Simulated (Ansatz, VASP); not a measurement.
TiAl: VASP beside Ansatz

```xyz
2
Lattice="3.2735 0.0000 0.0000 0.0000 3.2735 0.0000 0.0000 0.0000 3.2735" Properties=species:S:1:pos:R:3 pbc="T T T"
Ti    0.0000    0.0000    0.0000
Al    1.6368    1.6368    1.6368
```

Alike in both runs: task single point; functional r2SCAN; k mesh 14 × 14 × 14; occupations gaussian, width 0.1 eV; no spin polarisation.

|  | VASP | Ansatz |
| --- | --- | --- |
| version | VASP 6.6.1 | Ansatz 0.2.0 |
| potentials or method | VASP PAW PBE potentials, release 64 (Ti_sv, Al), cutoff 520 eV | scalar-relativistic, plane waves, PAW |
| valence electrons in the cell | 15 | 15 |

|  | VASP | Ansatz | Ansatz less VASP |
| --- | --- | --- | --- |
| gap on the k mesh at the Fermi level (eV) | none | none | - |
| pressure (GPa) | -9.3 | -9.5 | -0.12 |

VASP's potentials were made for PBE, not for r2SCAN. A gap of «none» marks a metal or a gap that the smearing closes. The functional is the same, so the differences come from potentials, cutoffs and numerics.
